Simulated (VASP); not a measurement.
# Al in VASP: further runs, part 2 of 2

VASP 6.6.1. The steps go on from the part before.

**4. Single point, PBE+D3(BJ) (engineering shear strain xz -0.0467, normal strain along z -0.0700)**

File INCAR:

```
SYSTEM = Al
PREC = Accurate ; ENCUT = 520
EDIFF = 1E-6 ; ISMEAR = 0
SIGMA = 0.15 ; LREAL = .FALSE.
LASPH = .TRUE. ; NELM = 80
ALGO = Fast ; ISIF = 2
LWAVE = .FALSE. ; LCHARG = .FALSE.
GGA = PE ; IVDW = 12
NBANDS = 8
```

File KPOINTS:

```
Automatic mesh
0
G
  20 20 20
  0 0 0
```

File POSCAR:

```
Al
1.0
   -0.0464903655      1.9910220790      1.8516505335
    1.9445317135      0.0000000000      1.8051601679
    1.9910220790      1.9910220790     -0.0464903655
Al
1
Direct
    0.0000000000      0.0000000000      0.0000000000
```

Potentials or basis: VASP PAW PBE potentials, release 64 (Al).

Run with:

```
$ cat potpaw_PBE.64/Al/POTCAR > POTCAR
$ mpirun -np 1 vasp_std > vasp.out
```

OUTCAR:

```text
SYSTEM = Al
   PREC = Accurate
   ENCUT = 520
   EDIFF = 1E-6
   ISMEAR = 0
   LREAL = .FALSE.
   LASPH = .TRUE.
   NELM = 80
   ISIF = 2
   GGA = PE
   IVDW = 12
 IVDW          = 12

 ion  position               nearest neighbor table
   1  0.000  0.000  0.000-

  LATTYP: Found a base centered monoclinic cell.
 ALAT       =     3.7044681411
 B/A-ratio  =     1.0749300591
 C/A-ratio  =     0.7162332963
 COS(beta)  =    -0.6617452462

  Lattice vectors:

 A1 = (   0.0464903655,  -1.9910220790,  -1.8516505335)
 A2 = (   0.0464903655,   1.9910220790,  -1.8516505334)
 A3 = (   1.9445317135,   0.0000000000,   1.8051601679)

Analysis of symmetry for initial positions (statically):
=====================================================================
 Subroutine PRICEL returns:
 Original cell was already a primitive cell.

 Routine SETGRP: Setting up the symmetry group for a
 base centered monoclinic supercell.

 Subroutine GETGRP returns: Found  4 space group operations
 (whereof  4 operations were pure point group operations)
 out of a pool of  4 trial point group operations.

The static configuration has the point symmetry C_2h.

Analysis of symmetry for dynamics (positions and initial velocities):
=====================================================================
 Subroutine PRICEL returns:
 Original cell was already a primitive cell.

 Routine SETGRP: Setting up the symmetry group for a
 base centered monoclinic supercell.

 Subroutine GETGRP returns: Found  4 space group operations
 (whereof  4 operations were pure point group operations)
 out of a pool of  4 trial point group operations.

The dynamic configuration has the point symmetry C_2h.

 Subroutine INISYM returns: Found  4 space group operations
 (whereof  4 operations are pure point group operations),
 and found     1 'primitive' translations

----------------------------------------------------------------------------------------

                                     Primitive cell

  volume of cell :      14.6719

  direct lattice vectors                    reciprocal lattice vectors
    -0.046490365  1.991022079  1.851650533    -0.244965729  0.251127301  0.263878872
     1.944531713  0.000000000  1.805160168     0.257583497 -0.251127301  0.276496640
     1.991022079  1.991022079 -0.046490365     0.244965729  0.251127301 -0.263878872

  length of vectors
     2.719363891  2.653263428  2.816114201     0.438981991  0.453723011  0.438981991

  position of ions in fractional coordinates (direct lattice)
     0.000000000  0.000000000  0.000000000

  ion indices of the primitive-cell ions
   primitive index   ion index
                 1           1

----------------------------------------------------------------------------------------

 KPOINTS: Automatic mesh

Automatic generation of k-mesh.
 Grid dimensions read from file:
 generate k-points for:   20   20   20

 Generating k-lattice:

  Cartesian coordinates                     Fractional coordinates (reciprocal lattice)
    -0.012248286  0.012556365  0.013193944     0.050000000  0.000000000 -0.000000000
     0.012879175 -0.012556365  0.013824832    -0.000000000  0.050000000 -0.000000000
     0.012248286  0.012556365 -0.013193944     0.000000000  0.000000000  0.050000000

  Length of vectors
     0.021949100  0.022686151  0.021949100

  Shift w.r.t. Gamma in fractional coordinates (k-lattice)
     0.000000000  0.000000000  0.000000000

 Subroutine IBZKPT returns following result:
 ===========================================

 Found   2112 irreducible k-points:

 Following reciprocal coordinates:
            Coordinates               Weight
  0.000000  0.000000  0.000000      1.000000
  0.050000  0.000000 -0.000000      4.000000
  0.100000  0.000000 -0.000000      4.000000
  0.150000  0.000000 -0.000000      4.000000
  0.200000  0.000000 -0.000000      4.000000
  0.250000  0.000000 -0.000000      4.000000
[... 16 lines left out ...]
 -0.450000  0.050000  0.000000      4.000000
 -0.400000  0.050000  0.000000      4.000000
 [... further k-points ...]
   k-points           NKPTS =   2112   k-points in BZ     NKDIM =   2112   number of bands    NBANDS=      8
   number of dos      NEDOS =    301   number of ions     NIONS =      1
   total plane-waves  NPLWV =   9600
   dimension x,y,z NGX =    20 NGY =   20 NGZ =   24
   dimension x,y,z NGXF=    40 NGYF=   40 NGZF=   48
   ions per type =               1
   NGX,Y,Z   is equivalent  to a cutoff of  12.23, 12.53, 14.17 a.u.
   NGXF,Y,Z  is equivalent  to a cutoff of  24.45, 25.06, 28.34 a.u.
 SYSTEM =  Al
   PREC   = accura    normal or accurate (medium, high low for compatibility)
   ISTART =      0    job   : 0-new  1-cont  2-samecut
   ICHARG =      2    charge: 1-file 2-atom 10-const
   ISPIN  =      1    spin polarized calculation?
   LNONCOLLINEAR =      F non collinear calculations
   LSORBIT =      F    spin-orbit coupling
   LASPH  =      T    aspherical Exc in radial PAW
   ENCUT  =  520.0 eV  38.22 Ry    6.18 a.u.   5.06  4.93  5.24*2*pi/ulx,y,z
   NELM   =     80;   NELMIN=  2; NELMDL= -5     # of ELM steps
   EDIFF  = 0.1E-05   stopping-criterion for ELM
   LREAL  =      F    real-space projection
   EDIFFG = 0.1E-04   stopping-criterion for IOM
   NSW    =      0    number of steps for IOM
   IBRION =     -1    ionic relax: 0-MD 1-quasi-New 2-CG
   NFREE  =      0    steps in history (QN), initial steepest desc. (CG)
   ISIF   =      2    stress and relaxation
   ISYM   =      2    0-nonsym 1-usesym 2-fastsym
   POTIM  = 0.5000    time-step for ionic-motion
   TEBEG  =    0.0;   TEEND  =   0.0 temperature during run
   PSTRESS=    0.0 pullay stress
   NELECT =       3.0000    total number of electrons
   NUPDOWN=      -1.0000    fix difference up-down
   EMIN   =  10.00;   EMAX   =-10.00  energy-range for DOS
   EFERMI =   0.00;   METHOD = LEGACY
   ISMEAR =     0;   SIGMA  =   0.15  broadening in eV -4-tet -1-fermi 0-gaus
   EFERMI_NEDOS =   21; number of points for ismear=-14 and -15
   IALGO  =     68    algorithm
   IMIX   =      4    mixing-type and parameters
     AMIX     =   0.40;   BMIX     =  1.00
     AMIX_MAG =   1.60;   BMIX_MAG =  1.00
  volume/ion in A,a.u.               =      14.67        99.01
  Fermi-wavevector in a.u.,A,eV,Ry     =   0.964465  1.822574 12.656037  0.930193
  Thomas-Fermi vector in A             =   2.094098
   LORBIT       =      0    0 simple, 1 ext, 2 COOP (PROOUT), +10 PAW based schemes
   GGA     = PE    functional components
   LHFCALC =     F    Hartree Fock is set to
   AEXX    =    0.0000 exact exchange contribution
   IVDW    =    12    specifies the selected vdW correction
   LEPSILON=     F    determine dielectric tensor
   LRPA    =     F    only Hartree local field effects (RPA)
 non-spin polarized calculation
 RMM-DIIS sequential band-by-band and
 Gauss-broadening in eV      SIGMA  =   0.15
  energy-cutoff  :      520.00
  volume of cell :       14.67
 maximum number of plane-waves:       416
   NGX = 11   NGY =  9   NGZ = 11

 number of electron       3.0000000 magnetization

 Free energy of the ion-electron system (eV)
  ---------------------------------------------------
  ext. energy  EPLUGINS =         0.00000000
  ---------------------------------------------------
  free energy    TOTEN  =        -3.66735684 eV

  energy without entropy =       -3.66342732  energy(sigma->0) =       -3.66539208

 E-fermi :   9.2657     XC(G=0): -10.6282

 val. band max:        9.2648194206   @ k =   0.2000  -0.3000   0.4500
 cond. band min:       9.2686693997   @ k =  -0.1000   0.4500   0.2000
 fundamental gap:      0.0038499791
 Fermi energy:         9.2656723287

 k-point     1 :       0.0000    0.0000    0.0000
  band No.  band energies     occupation
      1      -2.6901      2.00000
      2      21.8577      0.00000
      3      22.3104      0.00000
      4      23.7537      0.00000
      5      24.0476      0.00000
      6      24.6896      0.00000
      7      26.0057      0.00000
      8      27.2048      0.00000
[... 243 lines left out ...]
 k-point    24 :      -0.4000    0.0500    0.0000
  band No.  band energies     occupation
      1       2.1687      2.00000
      2       6.8527      2.00000
      3      20.3580      0.00000
      4      21.2714      0.00000
      5      21.9046      0.00000
      6      22.8610      0.00000
      7      25.6821      0.00000
      8      29.7455      0.00000

 [... further k-points ...]

------------------------ aborting loop because EDIFF is reached ----------------------------------------

 Edisp (eV)   -0.38006

 E8    (eV) :    -0.1703

  FORCE on cell =-STRESS in cart. coord.  units (eV):
  Direction    XX          YY          ZZ          XY          YZ          ZX
  --------------------------------------------------------------------------------------
  -------------------------------------------------------------------------------------
  Total       0.60998     0.52769     1.11577     0.00000     0.00000     0.31013
  in kB      66.60989    57.62399   121.84278     0.00000     0.00000    33.86679
  external pressure =       82.03 kB  Pullay stress =        0.00 kB

 VOLUME and BASIS-vectors are now :
 -----------------------------------------------------------------------------
  energy-cutoff  :      520.00
  volume of cell :       14.67
      direct lattice vectors                 reciprocal lattice vectors
    -0.046490365  1.991022079  1.851650533    -0.244965729  0.251127301  0.263878872
     1.944531713  0.000000000  1.805160168     0.257583497 -0.251127301  0.276496640
     1.991022079  1.991022079 -0.046490365     0.244965729  0.251127301 -0.263878872

 POSITION                                       TOTAL-FORCE (eV/Angst)
 -----------------------------------------------------------------------------------
      0.00000      0.00000      0.00000         0.000000      0.000000     -0.000000
 -----------------------------------------------------------------------------------
    total drift:                                0.000000      0.000000      0.000000

  FREE ENERGIE OF THE ION-ELECTRON SYSTEM (eV)
  ---------------------------------------------------
  free  energy   TOTEN  =        -4.0474127215 eV

  energy  without entropy=       -4.0434831945  energy(sigma->0) =       -4.04544796
```

stdout:

```text
POSCAR found type information on POSCAR Al
 POSCAR found :  1 types and       1 ions
 scaLAPACK will be used
 LDA part: xc-table for (Slater+PW92), standard interpolation
 POSCAR, INCAR and KPOINTS ok, starting setup
 FFT: planning ... GRIDC
 FFT: planning ... GRID_SOFT
 FFT: planning ... GRID
 WAVECAR not read
 entering main loop
```

Wall time 64 s (1 thread of Intel Xeon 6975P-C (Granite Rapids), shared host); peak memory 0.32 GiB.

What came out:

| Property | Result |
| --- | --- |
| Free energy | -4.0474 eV |
| Pressure | 8.2 GPa |
| Band gap on the k mesh | zero (an odd number of electrons rules out a gap without spin polarisation) |
| Dispersion energy per atom | -0.380 eV |

Stress tensor (GPa, compression positive):
```
 6.66  0.00  3.39
 0.00  5.76  0.00
 3.39  0.00 12.18
```

Caveat: the cell differs from its parent crystal (engineering shear strain xz -0.0467, normal strain along z -0.0700); the cell stands under pressure.

**5. Summary**

| cell | gap on the mesh (eV) | pressure (GPa) |
| --- | --- | --- |
| a = 2.719, b = 2.719, c = 2.816 Å, angles 58.8, 58.8, 62.4°, 1 atom | none | 7.9 |
| a = 2.751, b = 2.751, c = 2.816 Å, angles 59.2, 59.2, 61.6°, 1 atom | none | 4.8 |
| a = 2.719, b = 2.653, c = 2.816 Å, angles 59.5, 60.4, 63.2°, 1 atom | none | 8.2 |

Alike in all rows: task single point; level PBE+D3(BJ); potentials or basis VASP PAW PBE potentials, release 64 (Al); no spin polarisation; k mesh 20 × 20 × 20; cutoff (eV) 520; smearing gaussian 0.15 eV.

Caveats: the cell stands under pressure.

Total energies depend on the potentials used, so only differences within one code and one set of settings carry meaning.
